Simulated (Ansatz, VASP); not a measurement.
Ru in VASP and in Ansatz

INCAR

```
SYSTEM = Ru
  PREC = Accurate
  ENCUT = 560
  EDIFF = 1E-6
  ISMEAR = -1
  SIGMA = 0.1
  LREAL = .FALSE.
  LASPH = .TRUE.
  NELM = 120
  ALGO = Normal
  ISIF = 2
  LWAVE = .FALSE.
  LCHARG = .TRUE.
  GGA = CA
  LELF = .TRUE.
  LVHAR = .TRUE.
  NBANDS = 23
  GGA_COMPAT = .FALSE.
```

File KPOINTS:

```
regular mesh
0
G
  13 13 8
  0 0 0
```

Contents of POSCAR:

```
Ru
1.0
    2.6775346364      0.0000000000      0.0000000000
   -1.3387673182      2.3188130146      0.0000000000
    0.0000000000      0.0000000000      4.2181251212
Ru
2
Direct
    0.3333333333      0.6666666667      0.2500000000
    0.6666666667      0.3333333333      0.7500000000
```

Input for Ansatz:

```yaml
crystal:
  lattice:
    - [2.6775346364, 0.0, 0.0]
    - [-1.3387673182, 2.3188130146, 0.0]
    - [0.0, 0.0, 4.2181251212]
  atoms:
    - { symbol: Ru, position: [0.3333333333, 0.6666666667, 0.25] }
    - { symbol: Ru, position: [0.6666666667, 0.3333333333, 0.75] }
hamiltonian:
  xc: lda
  pseudopotentials:
    kind: paw
    azcp:
      Ru: "pseudopotentials/Ru.paw.azcp"
basis:
  ecutwfc: 500
  fft_grid_basis: typed
kpoints:
  mp_grid: { grid: [13, 13, 8], shift: [0, 0, 0] }
magnetization:
  spin_polarized: false
scf:
  occupations: { method: fermi_dirac, width: 0.1 }
  lower_state_search: "off"
output:
  stress: true
```

Alike in both runs: task single point; functional LDA; k mesh 13 × 13 × 8; occupations fermi-dirac, width 0.1 eV; no spin polarisation.

|  | VASP | Ansatz |
| --- | --- | --- |
| version | VASP 6.6.1 | Ansatz 0.2.0 |
| potentials or method | VASP PAW LDA potentials, release 64 (Ru_sv), cutoff 560 eV | plane waves (500 eV) with PAW, scalar-relativistic |
| valence electrons in the cell | 32 | 32 |

VASP gave:

| Quantity | Value |
| --- | --- |
| pressure (GPa) | 0.6 |

Q: Estimate Ansatz's values.

A: Pressure (GPa): 0.0.

Ansatz warns that its potentials were made for another functional, while VASP's fit it. LDA's correlation is that of Perdew and Zunger in VASP and of Perdew and Wang (1992) in Ansatz.
